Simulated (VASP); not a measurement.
Write the native input for VASP 6.6.1 that does the following.

```
Task                   : single point
Functional             : PBE
Potentials or basis    : VASP PAW PBE potentials, release 64 (C)
Cutoff                 : 520 eV
k mesh                 : 18 × 18 × 6
Occupations            : methfessel-paxton, width 0.2 eV
Spin                   : no spin polarisation
Dipole correction      : no
Further INCAR settings : ALGO = Normal; EDIFF = 1e-06; NBANDS = 16
```

The structure of C lies in POSCAR:

```
C
1.0
    1.2280479700     -2.1270618200      0.0000000000
    1.2280479700      2.1270618200      0.0000000000
    0.0000000000      0.0000000000      7.1732677600
C
4
Direct
    0.0833794600      0.9166205400      0.7531376000
    0.5833794600      0.4166205400      0.2468624000
    0.9166205400      0.0833794600      0.2468624000
    0.4166205400      0.5833794600      0.7531376000
```

One way to write it, as run:

INCAR

```
SYSTEM = C
PREC = Accurate ; ENCUT = 520
EDIFF = 1E-6 ; ISMEAR = 1
SIGMA = 0.2 ; LREAL = .FALSE.
LASPH = .TRUE. ; NELM = 100
ALGO = Normal ; ISIF = 2
LWAVE = .FALSE. ; LCHARG = .TRUE.
GGA = PE ; LELF = .TRUE.
LVHAR = .TRUE. ; NBANDS = 16
```

KPOINTS

```
regular mesh
0
G
  18 18 6
  0 0 0
```

Potentials or basis: VASP PAW PBE potentials, release 64 (C).

Command:

```bash
$ cat potpaw_PBE.64/C/POTCAR > POTCAR
$ mpirun -np 1 vasp_std > vasp.out
```

It gave:

| Item | Value |
| --- | --- |
| Pressure | 4.2 GPa |
| Largest force | 0.026 eV/Å |

Caveat: the cell stands under pressure; this functional lacks dispersion, which binds layers or chains, so the pressure and a relaxed spacing across them are unreliable.

Run time: 2.2 min on 1 thread of Intel(R) Xeon(R) Platinum 8375C CPU @ 2.90GHz (Ice Lake), with other jobs on the host, peak memory 0.26 GiB.
